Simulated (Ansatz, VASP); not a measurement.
One calculation of W, two programs

Contents of INCAR:

```
PREC = Accurate ; ENCUT = 520
EDIFF = 1E-6 ; ISMEAR = 0
SIGMA = 0.15 ; LREAL = F
LASPH = T ; NELM = 80
ALGO = Normal ; ISIF = 2
LWAVE = F ; LCHARG = F
GGA = PS ; NBANDS = 13
```

Contents of KPOINTS:

```
Automatic mesh
0
Gamma
  20 20 20
```

The input POSCAR:

```
W
1.0
    0.0000000000      1.8676000000      1.9488000000
    1.8676000000      0.0000000000      1.9488000000
    1.8676000000      1.8676000000      0.0000000000
W
1
Direct
    0.0000000000      0.0000000000      0.0000000000
```

Input for Ansatz:

```yaml
crystal:
  lattice:
    - [0.0, 1.8676, 1.9488]
    - [1.8676, 0.0, 1.9488]
    - [1.8676, 1.8676, 0.0]
  atoms:
    - { symbol: W, position: [0.0, 0.0, 0.0] }
basis:
  ecutwfc: 420
kpoints:
  mp_grid: { grid: [20, 20, 20] }
hamiltonian:
  xc: pbesol
scf:
  occupations: { method: gaussian, width: 0.15 }
output:
  forces: true
  stress: true
  eigenvalues: true
```

Change from the starting cell: strain -0.080 along x and y, -0.040 along z, atoms carried along.

Alike in both runs: task single point; functional PBEsol; k mesh 20 × 20 × 20; occupations gaussian, width 0.15 eV; no spin polarisation.

```csv
,VASP,Ansatz
version,VASP 6.6.1,Ansatz 0.2.0
potentials or method,"VASP PAW PBE potentials, release 64 (W_sv), cutoff 520 eV","scalar-relativistic, plane waves, PAW"
valence electrons in the cell,14,14
```

|  | VASP | Ansatz | Ansatz less VASP |
| --- | --- | --- | --- |
| gap on the k mesh at the Fermi level (eV) | none | none | - |
| pressure (GPa) | 68.7 | 66.8 | -1.97 |
| traceless stress, the component that is largest in VASP (GPa) | 6.72 | 6.56 | -0.161 |

VASP's potentials were made for PBE, not for PBEsol. A gap of «none» marks a metal or a gap that the smearing closes. Both programs put the cell under a high pressure, so it lies far from rest at this level.

Spin-orbit coupling is off throughout. Noted on VASP's run: the cell as given lies far from equilibrium.
